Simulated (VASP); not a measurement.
# SrO (Fm-3m) in VASP: further runs

Aim: see how the results for SrO move with the level of theory and the settings. Levels: r2SCAN+rVV10, PBEsol. Tasks: single point.

All numbers are computed with VASP 6.6.1; they aren't measurements. Logs are shortened: lines on timing, memory, paths and dates and some standing lists are left out, and cuts for length are marked.

## Step 1: The cell of the first run

The structure is cubic, space group Fm-3m (No. 225). Conventional cell: a = 5.141 Å, b = 5.141 Å, c = 5.141 Å, α = 90.00°, β = 90.00°, γ = 90.00°. Within 3.4 Å of Sr (site symmetry m-3m) lie 6 O at 2.57 Å. Within 3.4 Å of O (site symmetry m-3m) lie 6 Sr at 2.57 Å.

## Step 2: Single point, r2SCAN+rVV10

Input file POSCAR:

```
SrO
1.0
    0.0000000000      2.5704307473      2.5704307473
    2.5704307473      0.0000000000      2.5704307473
    2.5704307473      2.5704307473      0.0000000000
Sr O
1 1
Direct
    0.0000000000      0.0000000000      0.0000000000
    0.5000000000      0.5000000000      0.5000000000
```

Input file INCAR.step1:

```
PREC     = Accurate       # precision mode
ENCUT    = 520            # plane-wave cutoff, eV
ISMEAR   = -1             # smearing method
SIGMA    = 0.03           # smearing width, eV
LREAL    = F              # projectors in reciprocal space
LASPH    = T              # aspherical terms in the spheres
NELM     = 60             # most SCF steps
NBANDS   = 15             # bands
GGA      = PE             # functional
ALGO     = Normal         # electronic algorithm
EDIFF    = 1E-4           # SCF threshold, eV
LWAVE    = T              # write WAVECAR
LCHARG   = F              # write CHGCAR
```

Input file INCAR.step2:

```
PREC     = Accurate       # precision mode
ENCUT    = 520            # plane-wave cutoff, eV
EDIFF    = 1E-7           # SCF threshold, eV
ISMEAR   = -1             # smearing method
SIGMA    = 0.03           # smearing width, eV
LREAL    = F              # projectors in reciprocal space
LASPH    = T              # aspherical terms in the spheres
NELM     = 60             # most SCF steps
ALGO     = Normal         # electronic algorithm
ISIF     = 2              # what is computed and relaxed
LWAVE    = F              # write WAVECAR
LCHARG   = F              # write CHGCAR
METAGGA  = R2SCAN         # meta-GGA
LMIXTAU  = T            
LUSE_VDW = T            
IVDW_NL  = 2            
BPARAM   = 11.95        
CPARAM   = 0.0093       
NBANDS   = 15             # bands
ISTART   = 1
```

Input file KPOINTS:

```
Automatic mesh
0
Gamma
  10 10 10
```

Potentials or basis: VASP PAW PBE potentials, release 64 (Sr_sv, O).

Command:

```sh
$ cat potpaw_PBE.64/Sr_sv/POTCAR potpaw_PBE.64/O/POTCAR > POTCAR
$ cp INCAR.step1 INCAR
$ mpirun -np 1 vasp_std > vasp.out
$ cp INCAR.step2 INCAR
$ mpirun -np 1 vasp_std > vasp.out
```

OUTCAR:

```text
PREC = Accurate
   ENCUT = 520
   EDIFF = 1E-7
   ISMEAR = -1
   LREAL = F
   LASPH = T
   NELM = 60
   ISIF = 2
   METAGGA = R2SCAN
   IVDW_NL = 2
   BPARAM = 11.95
   ISTART = 1

 ion  position               nearest neighbor table
   1  0.000  0.000  0.000-   2 2.57   2 2.57   2 2.57   2 2.57   2 2.57   2 2.57
   2  0.500  0.500  0.500-   1 2.57   1 2.57   1 2.57   1 2.57   1 2.57   1 2.57

  LATTYP: Found a face centered cubic cell.
 ALAT       =     5.1408614946

  Lattice vectors:

 A1 = (   0.0000000000,   2.5704307473,   2.5704307473)
 A2 = (   2.5704307473,   0.0000000000,   2.5704307473)
 A3 = (   2.5704307473,   2.5704307473,   0.0000000000)

Analysis of symmetry for initial positions (statically):
=====================================================================
 Subroutine PRICEL returns:
 Original cell was already a primitive cell.

 Routine SETGRP: Setting up the symmetry group for a
 face centered cubic supercell.

 Subroutine GETGRP returns: Found 48 space group operations
 (whereof 48 operations were pure point group operations)
 out of a pool of 48 trial point group operations.

The static configuration has the point symmetry O_h .

Analysis of symmetry for dynamics (positions and initial velocities):
=====================================================================
 Subroutine PRICEL returns:
 Original cell was already a primitive cell.

 Routine SETGRP: Setting up the symmetry group for a
 face centered cubic supercell.

 Subroutine GETGRP returns: Found 48 space group operations
 (whereof 48 operations were pure point group operations)
 out of a pool of 48 trial point group operations.

The dynamic configuration has the point symmetry O_h .

 Subroutine INISYM returns: Found 48 space group operations
 (whereof 48 operations are pure point group operations),
 and found     1 'primitive' translations

----------------------------------------------------------------------------------------

                                     Primitive cell

  volume of cell :      33.9663

  direct lattice vectors                    reciprocal lattice vectors
     0.000000000  2.570430747  2.570430747    -0.194519926  0.194519926  0.194519926
     2.570430747  0.000000000  2.570430747     0.194519926 -0.194519926  0.194519926
     2.570430747  2.570430747  0.000000000     0.194519926  0.194519926 -0.194519926

  length of vectors
     3.635138024  3.635138024  3.635138024     0.336918396  0.336918396  0.336918396

  position of ions in fractional coordinates (direct lattice)
     0.000000000  0.000000000  0.000000000
     0.500000000  0.500000000  0.500000000

  ion indices of the primitive-cell ions
   primitive index   ion index
                 1           1
                 2           2

----------------------------------------------------------------------------------------

 KPOINTS: Automatic mesh

Automatic generation of k-mesh.
 Grid dimensions read from file:
 generate k-points for:   10   10   10

 Generating k-lattice:

  Cartesian coordinates                     Fractional coordinates (reciprocal lattice)
    -0.019451993  0.019451993  0.019451993     0.100000000  0.000000000  0.000000000
     0.019451993 -0.019451993  0.019451993     0.000000000  0.100000000  0.000000000
     0.019451993  0.019451993 -0.019451993     0.000000000  0.000000000  0.100000000

  Length of vectors
     0.033691840  0.033691840  0.033691840

  Shift w.r.t. Gamma in fractional coordinates (k-lattice)
     0.000000000  0.000000000  0.000000000

 Subroutine IBZKPT returns following result:
 ===========================================

 Found     47 irreducible k-points:

 Following reciprocal coordinates:
            Coordinates               Weight
  0.000000  0.000000  0.000000      1.000000
  0.100000  0.000000  0.000000      8.000000
  0.200000  0.000000  0.000000      8.000000
  0.300000  0.000000  0.000000      8.000000
  0.400000  0.000000  0.000000      8.000000
  0.500000  0.000000  0.000000      4.000000
[... 16 lines left out ...]
  0.300000  0.300000  0.000000      6.000000
  0.400000  0.300000  0.000000     24.000000
 [... further k-points ...]
   k-points           NKPTS =     47   k-points in BZ     NKDIM =     47   number of bands    NBANDS=     15
   number of dos      NEDOS =    301   number of ions     NIONS =      2
   total plane-waves  NPLWV =  21952
   dimension x,y,z NGX =    28 NGY =   28 NGZ =   28
   dimension x,y,z NGXF=    56 NGYF=   56 NGZF=   56
   ions per type =               1   1
   NGX,Y,Z   is equivalent  to a cutoff of  12.81, 12.81, 12.81 a.u.
   NGXF,Y,Z  is equivalent  to a cutoff of  25.61, 25.61, 25.61 a.u.
 SYSTEM =  unknown system
   PREC   = accura    normal or accurate (medium, high low for compatibility)
   ISTART =      1    job   : 0-new  1-cont  2-samecut
   ICHARG =      0    charge: 1-file 2-atom 10-const
   ISPIN  =      1    spin polarized calculation?
   LNONCOLLINEAR =      F non collinear calculations
   LSORBIT =      F    spin-orbit coupling
   LASPH  =      T    aspherical Exc in radial PAW
   ENCUT  =  520.0 eV  38.22 Ry    6.18 a.u.   6.76  6.76  6.76*2*pi/ulx,y,z
   NELM   =     60;   NELMIN=  2; NELMDL=  0     # of ELM steps
   EDIFF  = 0.1E-06   stopping-criterion for ELM
   LREAL  =      F    real-space projection
   EDIFFG = 0.1E-05   stopping-criterion for IOM
   NSW    =      0    number of steps for IOM
   IBRION =     -1    ionic relax: 0-MD 1-quasi-New 2-CG
   NFREE  =      0    steps in history (QN), initial steepest desc. (CG)
   ISIF   =      2    stress and relaxation
   ISYM   =      2    0-nonsym 1-usesym 2-fastsym
   POTIM  = 0.5000    time-step for ionic-motion
   TEBEG  =    0.0;   TEEND  =   0.0 temperature during run
   PSTRESS=    0.0 pullay stress
   NELECT =      16.0000    total number of electrons
   NUPDOWN=      -1.0000    fix difference up-down
   EMIN   =  10.00;   EMAX   =-10.00  energy-range for DOS
   EFERMI =   0.00;   METHOD = LEGACY
   ISMEAR =    -1;   SIGMA  =   0.03  broadening in eV -4-tet -1-fermi 0-gaus
   EFERMI_NEDOS =   21; number of points for ismear=-14 and -15
   IALGO  =     38    algorithm
   IMIX   =      4    mixing-type and parameters
     AMIX     =   0.40;   BMIX     =  1.00
     AMIX_MAG =   1.60;   BMIX_MAG =  1.00
  volume/ion in A,a.u.               =      16.98       114.61
  Fermi-wavevector in a.u.,A,eV,Ry     =   1.273793  2.407120 22.076120  1.622549
  Thomas-Fermi vector in A             =   2.406597
   LORBIT       =      0    0 simple, 1 ext, 2 COOP (PROOUT), +10 PAW based schemes
   METAGGA = R2SCAN    functional components
   LHFCALC =     F    Hartree Fock is set to
   AEXX    =    0.0000 exact exchange contribution
   IVDW_NL    =     2    kernel type
   BPARAM     =11.9500
   IVDW    =     0    specifies the selected vdW correction
   LEPSILON=     F    determine dielectric tensor
   LRPA    =     F    only Hartree local field effects (RPA)
 non-spin polarized calculation
  energy-cutoff  :      520.00
  volume of cell :       33.97
 maximum number of plane-waves:       941
   NGX = 13   NGY = 13   NGZ = 13

 number of electron      15.9999997 magnetization

 Free energy of the ion-electron system (eV)
  ---------------------------------------------------
  ext. energy  EPLUGINS =         0.00000000
  ---------------------------------------------------
  free energy    TOTEN  =       -26.65707937 eV

  energy without entropy =      -26.65707937  energy(sigma->0) =      -26.65707937

 E-fermi :   2.0109     XC(G=0): -10.6474

 val. band max:        1.3210813444   @ k =   0.0000   0.0000   0.0000
 cond. band min:       5.0177818460   @ k =   0.5000   0.5000   0.0000
 fundamental gap:      3.6967005015
 Fermi energy:         2.0109451461

 k-point     1 :       0.0000    0.0000    0.0000
  band No.  band energies     occupation
      1     -32.1058      2.00000
      2     -14.7074      2.00000
      3     -13.1304      2.00000
      4     -13.1304      2.00000
      5     -13.1304      2.00000
      6       1.3211      2.00000
      7       1.3211      2.00000
      8       1.3211      2.00000
      9       5.9158      0.00000
     10       8.0825      0.00000
     11       8.0825      0.00000
     12       8.0825      0.00000
     13      10.4272      0.00000
     14      10.4272      0.00000
     15      14.5206      0.00000

 k-point     2 :       0.1000    0.0000    0.0000
  band No.  band energies     occupation
      1     -32.0925      2.00000
      2     -14.9011      2.00000
      3     -13.1380      2.00000
      4     -13.1380      2.00000
      5     -12.9690      2.00000
      6       1.0305      2.00000
      7       1.1929      2.00000
      8       1.1929      2.00000
      9       6.3724      0.00000
     10       7.9599      0.00000
     11       8.2848      0.00000
     12       8.2848      0.00000
     13      10.6972      0.00000
     14      10.6972      0.00000
     15      15.2038      0.00000

 k-point     3 :       0.2000    0.0000    0.0000
  band No.  band energies     occupation
      1     -32.0576      2.00000
      2     -15.2998      2.00000
      3     -13.1576      2.00000
      4     -13.1576      2.00000
      5     -12.6563      2.00000
      6       0.4057      2.00000
      7       0.8816      2.00000
      8       0.8816      2.00000
      9       7.4611      0.00000
     10       7.8409      0.00000
     11       8.8570      0.00000
     12       8.8570      0.00000
     13      11.4158      0.00000
     14      11.4158      0.00000
     15      16.8233      0.00000

 k-point     4 :       0.3000    0.0000    0.0000
  band No.  band energies     occupation
      1     -32.0139      2.00000
      2     -15.6894      2.00000
      3     -13.1815      2.00000
      4     -13.1815      2.00000
      5     -12.3731      2.00000
      6      -0.2197      2.00000
      7       0.5357      2.00000
      8       0.5357      2.00000
      9       7.9329      0.00000
     10       8.7991      0.00000
     11       9.6762      0.00000
     12       9.6762      0.00000
     13      12.3888      0.00000
     14      12.3888      0.00000
     15      18.0165      0.00000
[... 307 lines left out ...]
 k-point    22 :      -0.2000    0.2000    0.0000
  band No.  band energies     occupation
      1     -31.9996      2.00000
      2     -15.6274      2.00000
      3     -13.4160      2.00000
      4     -13.1633      2.00000
      5     -12.4002      2.00000
      6      -0.2418      2.00000
      7       0.3744      2.00000
      8       0.9868      2.00000
      9       7.6632      0.00000
     10       8.5792      0.00000
     11       9.4758      0.00000
     12      10.4498      0.00000
     13      12.6088      0.00000
     14      12.8626      0.00000
     15      18.2678      0.00000

 k-point    23 :       0.3000    0.3000    0.0000
  band No.  band energies     occupation
      1     -31.9863      2.00000
      2     -15.3064      2.00000
      3     -13.3705      2.00000
      4     -13.3705      2.00000
      5     -12.9362      2.00000
      6       0.0738      2.00000
      7       1.1797      2.00000
      8       1.1797      2.00000
      9       5.7720      0.00000
     10       8.4733      0.00000
     11      11.1887      0.00000
     12      11.1887      0.00000
     13      11.5167      0.00000
     14      12.6586      0.00000
     15      20.0513      0.00000

 k-point    24 :       0.4000    0.3000    0.0000
  band No.  band energies     occupation
      1     -31.9591      2.00000
      2     -15.3041      2.00000
      3     -13.4837      2.00000
      4     -13.4060      2.00000
      5     -13.0567      2.00000
      6       0.2675      2.00000
      7       1.0201      2.00000
      8       1.0922      2.00000
      9       5.7132      0.00000
     10       9.1701      0.00000
     11      11.4858      0.00000
     12      11.7061      0.00000
     13      12.1892      0.00000
     14      13.0879      0.00000
     15      17.8394      0.00000

 [... further k-points ...]
[... 5 lines left out ...]
  --------------------------------------------------------------------------------------
  -------------------------------------------------------------------------------------
  Total        0.1379682      0.1379682      0.1379682     -0.0000000     -0.0000000      0.0000000
  in kB        6.5079158      6.5079158      6.5079158     -0.0000000     -0.0000000      0.0000000
  external PRESSURE =       6.5079158 kB  Pullay stress =       0.0000000 kB

 VOLUME and BASIS-vectors are now :
 -----------------------------------------------------------------------------
  energy-cutoff  :      520.00
  volume of cell :       33.97
      direct lattice vectors                 reciprocal lattice vectors
     0.000000000  2.570430747  2.570430747    -0.194519926  0.194519926  0.194519926
     2.570430747  0.000000000  2.570430747     0.194519926 -0.194519926  0.194519926
     2.570430747  2.570430747  0.000000000     0.194519926  0.194519926 -0.194519926

 POSITION                                       TOTAL-FORCE (eV/Angst)
 -----------------------------------------------------------------------------------
      0.00000      0.00000      0.00000         0.000000      0.000000     -0.000000
      2.57043      2.57043      2.57043        -0.000000     -0.000000      0.000000
 -----------------------------------------------------------------------------------
    total drift:                                0.000000      0.000000      0.000000

  FREE ENERGIE OF THE ION-ELECTRON SYSTEM (eV)
  ---------------------------------------------------
  free  energy   TOTEN  =       -26.6570793712 eV

  energy  without entropy=      -26.6570793712  energy(sigma->0) =      -26.65707937
```

It took 5.6 min on 1 thread of AMD EPYC 7R13, shared host; peak memory 0.25 GiB.

Results:

```yaml
Free_energy: -26.6571 eV
Pressure: 0.7 GPa
Band_gap_on_the_k_mesh: 3.70 eV, indirect (least direct gap 3.78 eV)
```

Levels at points of the mesh, in eV from the valence-band top:
| k point | band 5 | band 6 | band 7 | band 8 | band 9 | band 10 | band 11 | band 12 |
| --- | --- | --- | --- | --- | --- | --- | --- | --- |
| (0.00, 0.00, 0.00) | -14.45 | 0.00 | 0.00 | 0.00 | 4.59 | 6.76 | 6.76 | 6.76 |
| (0.50, 0.00, 0.00) | -13.45 | -2.14 | -1.13 | -1.13 | 7.08 | 9.01 | 9.48 | 9.48 |
| (0.50, 0.50, 0.00) | -14.82 | -0.43 | -0.09 | -0.09 | 3.70 | 8.51 | 10.94 | 11.05 |

Caveat: the PAW data sets were made with another functional, which shifts forces and pressure a little.

[end of part 1 of 2]
